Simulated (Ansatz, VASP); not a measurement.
Two plane-wave programs on Al2Cu

The input INCAR:

```
SYSTEM = Al2Cu
PREC = Accurate
ENCUT = 520
EDIFF = 1E-6
ISMEAR = 0
SIGMA = 0.15
LREAL = .FALSE.
LASPH = .TRUE.
NELM = 100
ALGO = Fast
ISIF = 2
LWAVE = .FALSE.
LCHARG = .FALSE.
GGA = PE
NBANDS = 16
```

File KPOINTS:

```
regular mesh
0
G
  16 16 16
  0 0 0
```

File POSCAR:

```
Al2Cu
1.0
   -2.0446280232      1.9423966220      2.8912313231
    2.0446280232     -1.9423966220      2.8912313231
    2.0446280232      1.9423966220     -2.8912313231
Al Cu
2 1
Direct
    0.7500000000      0.2500000000      0.5000000000
    0.2500000000      0.7500000000      0.5000000000
    0.5000000000      0.5000000000      0.0000000000
```

Input for Ansatz:

```yaml
crystal:
  lattice:
    - [-2.0446280232, 1.942396622, 2.8912313231]
    - [2.0446280232, -1.942396622, 2.8912313231]
    - [2.0446280232, 1.942396622, -2.8912313231]
  atoms:
    - { symbol: Al, position: [0.75, 0.25, 0.5] }
    - { symbol: Al, position: [0.25, 0.75, 0.5] }
    - { symbol: Cu, position: [0.5, 0.5, 0.0] }
basis:
  ecutwfc: 420
kpoints:
  mp_grid: { grid: [16, 16, 16] }
hamiltonian:
  xc: pbe
scf:
  occupations: { method: gaussian, width: 0.15 }
output:
  forces: true
  stress: true
  eigenvalues: true
```

Change from the starting cell: strain -0.0500 x Voigt [0, 1, 0, 0, 0, 0], atoms carried along.

Alike in both runs: task single point; functional PBE; k mesh 16 × 16 × 16; occupations gaussian, width 0.15 eV; no spin polarisation.

|  | VASP | Ansatz |
| --- | --- | --- |
| version | VASP 6.6.1 | Ansatz 0.2.0 |
| potentials or method | VASP PAW PBE potentials, release 64 (Al, Cu), cutoff 520 eV | scalar-relativistic, plane waves, PAW |
| valence electrons in the cell | 17 | 25 |

|  | VASP | Ansatz | Ansatz less VASP |
| --- | --- | --- | --- |
| gap on the k mesh at the Fermi level (eV) | none | none | - |
| pressure (GPa) | 6.1 | 5.8 | -0.30 |
| traceless stress, the component that is largest in VASP (GPa) | 5.35 | 5.36 | +0.009 |
| rms of the force components (eV/Å) | 0.149 | 0.148 | -0.0006 |

Atom by atom the forces differ by 0.001 eV/Å (rms over components). A gap of «none» marks a metal or a gap that the smearing closes. The functional is the same, so the differences come from potentials, cutoffs and numerics. VASP's potentials hold 17 valence electrons a cell and Ansatz's 25, so a difference there can come from the potentials and not from the codes.
